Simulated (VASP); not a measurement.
# SnO2 (R-3m) in VASP: notebook

The runs below take SnO2 through single point, with LDA.

Everything below comes from runs of VASP 6.6.1. Logs are shortened: lines on timing, memory, paths and dates and some standing lists are left out, and cuts for length are marked.

### Step 1. The cell of the first run

The structure is trigonal, space group R-3m (No. 166). The conventional cell has a = 3.206 Å, b = 3.206 Å, c = 12.295 Å, α = 90.00°, β = 90.00°, γ = 120.00°. Within 2.8 Å of Sn (site symmetry -3m) lie 6 O at 2.09 Å. Within 2.9 Å of O (site symmetry 3m) lie 3 Sn at 2.09 Å and 6 O at 2.67 to 2.85 Å.

### Step 2. Single point, LDA

File INCAR:

```
PREC = Accurate
ENCUT = 520
EDIFF = 1E-6
ISMEAR = 0
SIGMA = 0.1
LREAL = F
LASPH = T
NELM = 60
ALGO = Normal
ISIF = 2
LWAVE = F
LCHARG = T
LELF = T
LVHAR = T
NBANDS = 20
```

File KPOINTS:

```
Automatic mesh
0
Gamma
  6 6 6
```

File POSCAR:

```
SnO2
1.0
    1.6030896316      0.9255442303      4.0982257986
   -1.6030896316      0.9255442303      4.0982257986
    0.0000000000     -1.8510884607      4.0982257986
Sn O
1 2
Direct
    0.5000000000      0.5000000000      0.5000000000
    0.2450008693      0.2450008693      0.2450008693
    0.7549991307      0.7549991307      0.7549991307
```

Potentials or basis: VASP PAW LDA potentials, release 64 (Sn_d, O).

Command:

```sh
$ cat potpaw_LDA.64/Sn_d/POTCAR potpaw_LDA.64/O/POTCAR > POTCAR
$ mpirun -np 1 vasp_std > vasp.out
```

OUTCAR:

```text
PREC = Accurate
   ENCUT = 520
   EDIFF = 1E-6
   ISMEAR = 0
   LREAL = F
   LASPH = T
   NELM = 60
   ISIF = 2

 ion  position               nearest neighbor table
   1  0.500  0.500  0.500-   2 2.09   2 2.09   3 2.09   3 2.09   2 2.09   3 2.09
   2  0.245  0.245  0.245-   1 2.09   1 2.09   1 2.09
   3  0.755  0.755  0.755-   1 2.09   1 2.09   1 2.09

  LATTYP: Found a trigonal (rhomboedric) cell.
 ALAT       =     4.4968859431
 COS(alpha) =     0.7458314209

  Lattice vectors:

 A1 = (   1.6030896316,   0.9255442303,   4.0982257986)
 A2 = (  -1.6030896316,   0.9255442303,   4.0982257986)
 A3 = (   0.0000000000,  -1.8510884607,   4.0982257986)

Analysis of symmetry for initial positions (statically):
=====================================================================
 Subroutine PRICEL returns:
 Original cell was already a primitive cell.

 Routine SETGRP: Setting up the symmetry group for a
 trigonal (rhombohedral) supercell.

 Subroutine GETGRP returns: Found 12 space group operations
 (whereof 12 operations were pure point group operations)
 out of a pool of 12 trial point group operations.

The static configuration has the point symmetry D_3d.

Analysis of symmetry for dynamics (positions and initial velocities):
=====================================================================
 Subroutine PRICEL returns:
 Original cell was already a primitive cell.

 Routine SETGRP: Setting up the symmetry group for a
 trigonal (rhombohedral) supercell.

 Subroutine GETGRP returns: Found 12 space group operations
 (whereof 12 operations were pure point group operations)
 out of a pool of 12 trial point group operations.

The dynamic configuration has the point symmetry D_3d.

 Subroutine INISYM returns: Found 12 space group operations
 (whereof 12 operations are pure point group operations),
 and found     1 'primitive' translations

----------------------------------------------------------------------------------------

                                     Primitive cell

  volume of cell :      36.4840

  direct lattice vectors                    reciprocal lattice vectors
     1.603089632  0.925544230  4.098225799     0.311897719  0.180074232  0.081336010
    -1.603089632  0.925544230  4.098225799    -0.311897719  0.180074232  0.081336010
     0.000000000 -1.851088461  4.098225799     0.000000000 -0.360148464  0.081336010

  length of vectors
     4.496885943  4.496885943  4.496885943     0.369218720  0.369218720  0.369218720

  position of ions in fractional coordinates (direct lattice)
     0.500000000  0.500000000  0.500000000
     0.245000869  0.245000869  0.245000869
     0.754999131  0.754999131  0.754999131

  ion indices of the primitive-cell ions
   primitive index   ion index
                 1           1
                 2           2
                 3           3

----------------------------------------------------------------------------------------

 KPOINTS: Automatic mesh

Automatic generation of k-mesh.
 Grid dimensions read from file:
 generate k-points for:    6    6    6

 Generating k-lattice:

  Cartesian coordinates                     Fractional coordinates (reciprocal lattice)
     0.051982953  0.030012372  0.013556002     0.166666667  0.000000000  0.000000000
    -0.051982953  0.030012372  0.013556002     0.000000000  0.166666667  0.000000000
     0.000000000 -0.060024744  0.013556002     0.000000000  0.000000000  0.166666667

  Length of vectors
     0.061536453  0.061536453  0.061536453

  Shift w.r.t. Gamma in fractional coordinates (k-lattice)
     0.000000000  0.000000000  0.000000000

 Subroutine IBZKPT returns following result:
 ===========================================

 Found     32 irreducible k-points:

 Following reciprocal coordinates:
            Coordinates               Weight
  0.000000  0.000000  0.000000      1.000000
  0.166667 -0.000000  0.000000      6.000000
  0.333333 -0.000000  0.000000      6.000000
  0.500000  0.000000  0.000000      3.000000
  0.166667  0.166667  0.000000      6.000000
  0.333333  0.166667  0.000000     12.000000
[... 16 lines left out ...]
  0.500000  0.500000  0.166667      6.000000
 -0.333333  0.500000  0.166667     12.000000
 [... further k-points ...]
   k-points           NKPTS =     32   k-points in BZ     NKDIM =     32   number of bands    NBANDS=     20
   number of dos      NEDOS =    301   number of ions     NIONS =      3
   total plane-waves  NPLWV =  46656
   dimension x,y,z NGX =    36 NGY =   36 NGZ =   36
   dimension x,y,z NGXF=    72 NGYF=   72 NGZF=   72
   ions per type =               1   2
   NGX,Y,Z   is equivalent  to a cutoff of  13.31, 13.31, 13.31 a.u.
   NGXF,Y,Z  is equivalent  to a cutoff of  26.62, 26.62, 26.62 a.u.
 SYSTEM =  unknown system
   PREC   = accura    normal or accurate (medium, high low for compatibility)
   ISTART =      0    job   : 0-new  1-cont  2-samecut
   ICHARG =      2    charge: 1-file 2-atom 10-const
   ISPIN  =      1    spin polarized calculation?
   LNONCOLLINEAR =      F non collinear calculations
   LSORBIT =      F    spin-orbit coupling
   LASPH  =      T    aspherical Exc in radial PAW
   ENCUT  =  520.0 eV  38.22 Ry    6.18 a.u.   8.36  8.36  8.36*2*pi/ulx,y,z
   NELM   =     60;   NELMIN=  2; NELMDL= -5     # of ELM steps
   EDIFF  = 0.1E-05   stopping-criterion for ELM
   LREAL  =      F    real-space projection
[... 7 lines left out ...]
   TEBEG  =    0.0;   TEEND  =   0.0 temperature during run
   PSTRESS=    0.0 pullay stress
   NELECT =      26.0000    total number of electrons
   NUPDOWN=      -1.0000    fix difference up-down
   EMIN   =  10.00;   EMAX   =-10.00  energy-range for DOS
   EFERMI =   0.00;   METHOD = LEGACY
   ISMEAR =     0;   SIGMA  =   0.10  broadening in eV -4-tet -1-fermi 0-gaus
   EFERMI_NEDOS =   21; number of points for ismear=-14 and -15
   IALGO  =     38    algorithm
   IMIX   =      4    mixing-type and parameters
     AMIX     =   0.40;   BMIX     =  1.00
     AMIX_MAG =   1.60;   BMIX_MAG =  1.00
  volume/ion in A,a.u.               =      12.16        82.07
  Fermi-wavevector in a.u.,A,eV,Ry     =   1.462285  2.763317 29.093015  2.138276
  Thomas-Fermi vector in A             =   2.578516
   LORBIT       =      0    0 simple, 1 ext, 2 COOP (PROOUT), +10 PAW based schemes
   GGA     = CA    functional components
   LHFCALC =     F    Hartree Fock is set to
   AEXX    =    0.0000 exact exchange contribution
   IVDW    =     0    specifies the selected vdW correction
   LEPSILON=     F    determine dielectric tensor
   LRPA    =     F    only Hartree local field effects (RPA)
 non-spin polarized calculation
 Gauss-broadening in eV      SIGMA  =   0.10
  energy-cutoff  :      520.00
  volume of cell :       36.48
 maximum number of plane-waves:       996
 NGX is ok and might be reduce to    36
   NGX = 17   NGY = 17   NGZ = 17

 number of electron      25.9999998 magnetization

 Free energy of the ion-electron system (eV)
  ---------------------------------------------------
  ext. energy  EPLUGINS =         0.00000000
  ---------------------------------------------------
  free energy    TOTEN  =       -20.55965630 eV

  energy without entropy =      -20.55965630  energy(sigma->0) =      -20.55965630

 E-fermi :   5.9734     XC(G=0): -11.6662

 val. band max:        5.4522142371   @ k =   0.0000   0.0000   0.0000
 cond. band min:       7.0357350245   @ k =   0.0000   0.0000   0.0000
 fundamental gap:      1.5835207875
 Fermi energy:         5.9733642930

 k-point     1 :       0.0000    0.0000    0.0000
  band No.  band energies     occupation
      1     -14.8184      2.00000
      2     -14.5099      2.00000
      3     -14.5099      2.00000
      4     -14.2623      2.00000
      5     -14.2623      2.00000
      6     -12.9949      2.00000
[... 12 lines left out ...]
     19      22.1959      0.00000
     20      22.1959      0.00000

 k-point     2 :       0.1667   -0.0000    0.0000
  band No.  band energies     occupation
      1     -14.7969      2.00000
      2     -14.6215      2.00000
      3     -14.4517      2.00000
      4     -14.3070      2.00000
      5     -14.2594      2.00000
      6     -12.7871      2.00000
[... 12 lines left out ...]
     19      19.9542      0.00000
     20      22.2968      0.00000

 k-point     3 :       0.3333   -0.0000    0.0000
  band No.  band energies     occupation
      1     -15.2190      2.00000
      2     -14.4346      2.00000
      3     -14.3924      2.00000
      4     -14.3022      2.00000
      5     -14.1915      2.00000
      6     -12.1072      2.00000
[... 12 lines left out ...]
     19      19.5655      0.00000
     20      21.5961      0.00000

 k-point     4 :       0.5000    0.0000    0.0000
  band No.  band energies     occupation
      1     -15.4084      2.00000
      2     -14.4362      2.00000
      3     -14.3911      2.00000
      4     -14.2222      2.00000
      5     -14.1269      2.00000
      6     -11.5498      2.00000
[... 12 lines left out ...]
     19      19.1720      0.00000
     20      20.6288      0.00000

 k-point     5 :       0.1667    0.1667    0.0000
  band No.  band energies     occupation
      1     -14.7947      2.00000
      2     -14.6212      2.00000
      3     -14.4510      2.00000
      4     -14.3081      2.00000
      5     -14.2585      2.00000
      6     -12.7717      2.00000
[... 12 lines left out ...]
     19      19.8599      0.00000
     20      22.3913      0.00000
[... 353 lines left out ...]
      6     -11.2311      2.00000
[... 12 lines left out ...]
     19      20.2837      0.00000
     20      21.4293      0.00000

 k-point    22 :      -0.1667    0.3333    0.1667
  band No.  band energies     occupation
      1     -15.2416      2.00000
      2     -14.6157      2.00000
      3     -14.3842      2.00000
      4     -14.2715      2.00000
      5     -14.1845      2.00000
      6     -11.4149      2.00000
[... 12 lines left out ...]
     19      19.9981      0.00000
     20      21.1141      0.00000

 k-point    23 :       0.5000    0.5000    0.1667
  band No.  band energies     occupation
      1     -15.2196      2.00000
      2     -14.4341      2.00000
      3     -14.3864      2.00000
      4     -14.3097      2.00000
      5     -14.1915      2.00000
      6     -11.9735      2.00000
[... 12 lines left out ...]
     19      19.1904      0.00000
     20      23.6250      0.00000

 k-point    24 :      -0.3333    0.5000    0.1667
  band No.  band energies     occupation
      1     -15.2488      2.00000
      2     -14.6179      2.00000
      3     -14.3838      2.00000
      4     -14.2723      2.00000
      5     -14.1792      2.00000
      6     -11.2752      2.00000
[... 12 lines left out ...]
     19      19.9393      0.00000
     20      22.7352      0.00000

 [... further k-points ...]

------------------------ aborting loop because EDIFF is reached ----------------------------------------

  FORCE on cell =-STRESS in cart. coord.  units (eV):
  Direction    XX          YY          ZZ          XY          YZ          ZX
  --------------------------------------------------------------------------------------
  -------------------------------------------------------------------------------------
  Total        0.2950638      0.2950638      0.0287747      0.0000000     -0.0000000      0.0000000
  in kB       12.9575956     12.9575956      1.2636263      0.0000000     -0.0000000      0.0000000
  external PRESSURE =       9.0596058 kB  Pullay stress =       0.0000000 kB

 VOLUME and BASIS-vectors are now :
 -----------------------------------------------------------------------------
  energy-cutoff  :      520.00
  volume of cell :       36.48
      direct lattice vectors                 reciprocal lattice vectors
     1.603089632  0.925544230  4.098225799     0.311897719  0.180074232  0.081336010
    -1.603089632  0.925544230  4.098225799    -0.311897719  0.180074232  0.081336010
     0.000000000 -1.851088461  4.098225799     0.000000000 -0.360148464  0.081336010

 POSITION                                       TOTAL-FORCE (eV/Angst)
 -----------------------------------------------------------------------------------
      0.00000     -0.00000      6.14734         0.000000      0.000000      0.000000
      0.00000     -0.00000      3.01221         0.000000     -0.000000      0.062098
      0.00000     -0.00000      9.28247         0.000000      0.000000     -0.062098
 -----------------------------------------------------------------------------------
    total drift:                               -0.000000     -0.000000      0.000000

  FREE ENERGIE OF THE ION-ELECTRON SYSTEM (eV)
  ---------------------------------------------------
  free  energy   TOTEN  =       -20.5596563015 eV

  energy  without entropy=      -20.5596563015  energy(sigma->0) =      -20.55965630
```

It took 58 s on 1 thread of Intel Xeon 8259CL, shared host; peak memory 0.18 GiB.

What came out:

```
Free energy            : -20.5597 eV
Pressure               : 0.9 GPa
Largest force          : 0.062 eV/Å
Band gap on the k mesh : 1.58 eV
```

Forces on the atoms (eV/Å):
```
Sn   0.000  0.000  0.000
O    0.000  0.000  0.062
O    0.000  0.000 -0.062
```

Stress tensor (GPa, compression positive):
```
1.30 0.00 0.00
0.00 1.30 0.00
0.00 0.00 0.13
```

Caveat: spin-orbit coupling is left out, which moves the levels of the heavy elements.

### Step 3. Single point, LDA

This run uses another cell than the first one, of 14.50 Å³/atom.

File INCAR:

```
SYSTEM = SnO2
ALGO = Normal
EDIFF = 1E-6
ENCUT = 520
GGA = CA
ISIF = 2
ISMEAR = 0
LASPH = .True.
LCHARG = .False.
LREAL = .False.
LWAVE = .False.
NBANDS = 20
NELM = 60
PREC = Accurate
SIGMA = 0.1
```

File KPOINTS:

```
k-points
0
Gamma
  6 6 6
  0 0 0
```

File POSCAR:

```
SnO2
1.0
    1.6170930752      0.9336291223      4.8005925840
   -1.6170930752      0.9336291223      4.8005925840
    0.0000000000     -1.8672582446      4.8005925840
Sn O
1 2
Direct
    0.5000000000      0.5000000000      0.5000000000
    0.2371700000      0.2371700000      0.2371700000
    0.7628300000      0.7628300000      0.7628300000
```

Potentials or basis: VASP PAW LDA potentials, release 64 (Sn_d, O).

Command:

```sh
$ cat potpaw_LDA.64/Sn_d/POTCAR potpaw_LDA.64/O/POTCAR > POTCAR
$ mpirun -np 1 vasp_std > vasp.out
```

OUTCAR:

```text
SYSTEM = SnO2
   EDIFF = 1E-6
   ENCUT = 520
   GGA = CA
   ISIF = 2
   ISMEAR = 0
   LASPH = .True.
   LREAL = .False.
   NELM = 60
   PREC = Accurate

 ion  position               nearest neighbor table
   1  0.500  0.500  0.500-   2 2.13   2 2.13   3 2.13   3 2.13   2 2.13   3 2.13
   2  0.237  0.237  0.237-   1 2.13   1 2.13   1 2.13
   3  0.763  0.763  0.763-   1 2.13   1 2.13   1 2.13

  LATTYP: Found a trigonal (rhomboedric) cell.
 ALAT       =     5.1509554948
 COS(alpha) =     0.8028828391

  Lattice vectors:

 A1 = (   1.6170930752,   0.9336291223,   4.8005925840)
 A2 = (  -1.6170930752,   0.9336291223,   4.8005925840)
 A3 = (   0.0000000000,  -1.8672582446,   4.8005925840)

Analysis of symmetry for initial positions (statically):
=====================================================================
 Subroutine PRICEL returns:
 Original cell was already a primitive cell.

 Routine SETGRP: Setting up the symmetry group for a
 trigonal (rhombohedral) supercell.

 Subroutine GETGRP returns: Found 12 space group operations
 (whereof 12 operations were pure point group operations)
[... 164 lines left out ...]

  energy without entropy =      -20.43658622  energy(sigma->0) =      -20.43658622

 E-fermi :   3.4178     XC(G=0): -10.5620

 val. band max:        2.9919660570   @ k =  -0.1667   0.1667   0.0000
 cond. band min:       4.7598138423   @ k =   0.0000   0.0000   0.0000
 fundamental gap:      1.7678477853
 Fermi energy:         3.4177841607

 k-point     1 :       0.0000    0.0000    0.0000
  band No.  band energies     occupation
      1     -16.9067      2.00000
      2     -16.7205      2.00000
      3     -16.7205      2.00000
      4     -16.5235      2.00000
      5     -16.5235      2.00000
      6     -14.7377      2.00000
[... 541 lines left out ...]
     19      16.4333      0.00000
     20      18.4711      0.00000

 [... further k-points ...]

------------------------ aborting loop because EDIFF is reached ----------------------------------------

  FORCE on cell =-STRESS in cart. coord.  units (eV):
  Direction    XX          YY          ZZ          XY          YZ          ZX
  --------------------------------------------------------------------------------------
  -------------------------------------------------------------------------------------
  Total       -2.4732240     -2.4732240     -1.9479059      0.0000000     -0.0000000     -0.0000000
  in kB      -91.1210107    -91.1210107    -71.7667103      0.0000000     -0.0000000     -0.0000000
  external PRESSURE =     -84.6695773 kB  Pullay stress =       0.0000000 kB

 VOLUME and BASIS-vectors are now :
 -----------------------------------------------------------------------------
  energy-cutoff  :      520.00
  volume of cell :       43.49
      direct lattice vectors                 reciprocal lattice vectors
     1.617093075  0.933629122  4.800592584     0.309196797  0.178514854  0.069435872
    -1.617093075  0.933629122  4.800592584    -0.309196797  0.178514854  0.069435872
     0.000000000 -1.867258245  4.800592584     0.000000000 -0.357029708  0.069435872

 POSITION                                       TOTAL-FORCE (eV/Angst)
 -----------------------------------------------------------------------------------
      0.00000      0.00000      7.20089        -0.000000     -0.000000     -0.000000
      0.00000      0.00000      3.41567         0.000000      0.000000     -0.617874
      0.00000      0.00000     10.98611         0.000000     -0.000000      0.617874
 -----------------------------------------------------------------------------------
    total drift:                                0.000000      0.000000      0.000000

  FREE ENERGIE OF THE ION-ELECTRON SYSTEM (eV)
  ---------------------------------------------------
  free  energy   TOTEN  =       -20.4365862151 eV

  energy  without entropy=      -20.4365862150  energy(sigma->0) =      -20.43658622
```

OSZICAR:

```text
N       E                     dE             d eps       ncg     rms          rms(c)
DAV:   1     0.247671378981E+03    0.24767E+03   -0.13944E+04  1352   0.191E+03
DAV:   2     0.328770857568E+01   -0.24438E+03   -0.23176E+03  1412   0.482E+02
DAV:   3    -0.225958763770E+02   -0.25884E+02   -0.25668E+02  1492   0.137E+02
DAV:   4    -0.232937049847E+02   -0.69783E+00   -0.69725E+00  1420   0.241E+01
DAV:   5    -0.233089649659E+02   -0.15260E-01   -0.15260E-01  1556   0.373E+00    0.104E+01
DAV:   6    -0.205441019923E+02    0.27649E+01   -0.11077E+01  1960   0.562E+01    0.451E+00
DAV:   7    -0.204852417044E+02    0.58860E-01   -0.63211E-01  1332   0.670E+00    0.205E+00
DAV:   8    -0.204406425069E+02    0.44599E-01   -0.83334E-02  1396   0.273E+00    0.448E-01
DAV:   9    -0.204364300627E+02    0.42124E-02   -0.90526E-03  1916   0.129E+00    0.828E-02
DAV:  10    -0.204365789146E+02   -0.14885E-03   -0.13385E-03  1368   0.302E-01    0.376E-02
DAV:  11    -0.204365868351E+02   -0.79205E-05   -0.33069E-05  1936   0.635E-02    0.210E-02
DAV:  12    -0.204365862151E+02    0.62007E-06   -0.48846E-06  1324   0.182E-02
   1 F= -.20436586E+02 E0= -.20436586E+02  d E =-.248685E-10
```

stdout:

```text
POSCAR found type information on POSCAR SnO
 POSCAR found :  2 types and       3 ions
 scaLAPACK will be used
 LDA part: xc-table for (Slater(with rela. corr.)+CA(PZ))
 , standard interpolation
 POSCAR, INCAR and KPOINTS ok, starting setup
 FFT: planning ... GRIDC
 FFT: planning ... GRID_SOFT
 FFT: planning ... GRID
 WAVECAR not read
 entering main loop
```

Wall time 1.7 min (1 thread of Intel Xeon 8259CL, shared host); peak memory 0.2 GiB.

What came out:

```yaml
Free_energy: -20.4366 eV
Pressure: -8.5 GPa
Largest_force: 0.618 eV/Å
Band_gap_on_the_k_mesh: 1.77 eV (least direct gap 1.90 eV)
```

Forces on the atoms (eV/Å):
```
Sn   0.000  0.000  0.000
O    0.000  0.000 -0.618
O    0.000  0.000  0.618
```

Stress tensor (GPa, compression positive):
```
-9.11  0.00  0.00
 0.00 -9.11  0.00
 0.00  0.00 -7.18
```

Levels at points of the mesh, in eV from the valence-band top:
```tsv
k point	band 10	band 11	band 12	band 13	band 14	band 15	band 16	band 17
(0.00, 0.00, 0.00)	-1.30	-0.91	-0.91	-0.13	1.77	5.49	10.74	10.74
(0.50, 0.00, 0.00)	-2.99	-1.48	-0.61	-0.58	5.14	7.49	9.77	12.08
(0.50, 0.50, 0.00)	-3.08	-1.15	-0.47	-0.02	4.85	6.68	10.46	10.95
(0.50, 0.50, 0.50)	-1.36	-1.33	-0.86	-0.86	3.05	5.45	10.92	10.92
```

Caveat: the cell stands under tension; spin-orbit coupling is left out, which moves the levels of the heavy elements. A k mesh can miss the band edges.
